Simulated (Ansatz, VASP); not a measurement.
## One calculation of Al, two programs

```
Al
1.0
     0.00000    2.18116    2.18116
     2.18116    0.00000    2.18116
     2.18116    2.18116    0.00000
Al
1
Direct
  0.00000 0.00000 0.00000
```

Change from the starting cell: volume scaled by 1.25.

Alike in both runs: task relaxation of cell and atoms; functional LDA; k mesh 8 × 8 × 8; occupations fermi-dirac, width 0.025 eV; non-collinear spin, spin-orbit coupling.

|  | VASP | Ansatz |
| --- | --- | --- |
| version | VASP 6.6.1 | Ansatz 0.2.0 |
| potentials or method | VASP PAW LDA potentials, release 64 (Al), cutoff 600 eV | all-electron LAPW, relativistic spinors |

Ansatz gave:

```
net moment per atom (μB)                                     : 0.00
relaxed volume (Å³/atom)                                     : 15.84
relaxed cell length with the largest relative difference (Å) : 2.819
```

Problem. Estimate VASP's values.

Solution. net moment per atom (μB): 0.00; relaxed volume (Å³/atom): 15.86; relaxed cell length with the largest relative difference (Å): 2.820.

LDA's correlation is that of Perdew and Zunger in VASP and of Perdew and Wang (1992) in Ansatz. Ansatz ran all-electron here, and VASP with PAW potentials.

Noted on VASP's run: the volume moved by over 15 % at a fixed basis, so the end points are rough.
